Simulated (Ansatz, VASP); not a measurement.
# Two plane-wave programs on Be2H3

INCAR

```
SYSTEM = Be2H3
PREC     = Accurate       ! precision mode
ENCUT    = 520            ! plane-wave cutoff, eV
EDIFF    = 1E-7           ! SCF threshold, eV
ISMEAR   = 0              ! smearing method
SIGMA    = 0.1            ! smearing width, eV
LREAL    = .False.        ! projectors in reciprocal space
LASPH    = .True.         ! aspherical terms in the spheres
NELM     = 80             ! most SCF steps
ALGO     = Normal         ! electronic algorithm
ISIF     = 2              ! what is computed and relaxed
LWAVE    = .False.        ! write WAVECAR
LCHARG   = .False.        ! write CHGCAR
GGA      = PE             ! functional
NBANDS   = 18             ! bands
```

Contents of KPOINTS:

```
Automatic mesh
0
Gamma
  8 8 8
  0 0 0
```

File POSCAR:

```
Be2H3
1.0
   -1.9242536207      3.3329050377      0.0000000000
   -3.8485072414      0.0000000000      0.0000000000
   -1.9242536207      1.1109683459      4.9600667463
Be H
4 6
Direct
    0.6817059530      0.6817059530      0.9548821411
    0.8182940470      0.8182940470      0.5451178589
    0.3182940470      0.3182940470      0.0451178589
    0.1817059530      0.1817059530      0.4548821411
    0.7500000000      0.4352844431      0.7500000000
    0.0647155569      0.7500000000      0.7500000000
    0.4352844431      0.0647155569      0.7500000000
    0.2500000000      0.5647155569      0.2500000000
    0.9352844431      0.2500000000      0.2500000000
    0.5647155569      0.9352844431      0.2500000000
```

Input for Ansatz:

```yaml
crystal:
  lattice:
    - [-1.9242536207, 3.3329050377, 0.0]
    - [-3.8485072414, 0.0, 0.0]
    - [-1.9242536207, 1.1109683459, 4.9600667463]
  atoms:
    - { symbol: Be, position: [0.681705953, 0.681705953, 0.9548821411] }
    - { symbol: Be, position: [0.818294047, 0.818294047, 0.5451178589] }
    - { symbol: Be, position: [0.318294047, 0.318294047, 0.0451178589] }
    - { symbol: Be, position: [0.181705953, 0.181705953, 0.4548821411] }
    - { symbol: H, position: [0.75, 0.4352844431, 0.75] }
    - { symbol: H, position: [0.0647155569, 0.75, 0.75] }
    - { symbol: H, position: [0.4352844431, 0.0647155569, 0.75] }
    - { symbol: H, position: [0.25, 0.5647155569, 0.25] }
    - { symbol: H, position: [0.9352844431, 0.25, 0.25] }
    - { symbol: H, position: [0.5647155569, 0.9352844431, 0.25] }
basis:
  ecutwfc: 420
kpoints:
  mp_grid: { grid: [8, 8, 8] }
hamiltonian:
  xc: pbe
scf:
  occupations: { method: gaussian, width: 0.1 }
output:
  forces: true
  stress: true
  eigenvalues: true
```

Alike in both runs: task single point; functional PBE; k mesh 8 × 8 × 8; occupations gaussian, width 0.1 eV; no spin polarisation.

|  | VASP | Ansatz |
| --- | --- | --- |
| version | VASP 6.6.1 | Ansatz 0.2.0 |
| potentials or method | VASP PAW PBE potentials, release 64 (Be, H), cutoff 520 eV | scalar-relativistic, plane waves, PAW |
| valence electrons in the cell | 14 | 14 |

|  | VASP | Ansatz | Ansatz less VASP |
| --- | --- | --- | --- |
| gap on the k mesh at the Fermi level (eV) | none | none | - |
| pressure (GPa) | -0.1 | 0.0 | +0.07 |
| traceless stress, the component that is largest in VASP (GPa) | 0.25 | 0.17 | -0.076 |
| rms of the force components (eV/Å) | 0.002 | 0.008 | +0.0067 |

Atom by atom the forces differ by 0.008 eV/Å (rms over components). A gap of «none» marks a metal or a gap that the smearing closes. With one functional, cell and mesh, what is left measures potentials, basis and numerics.
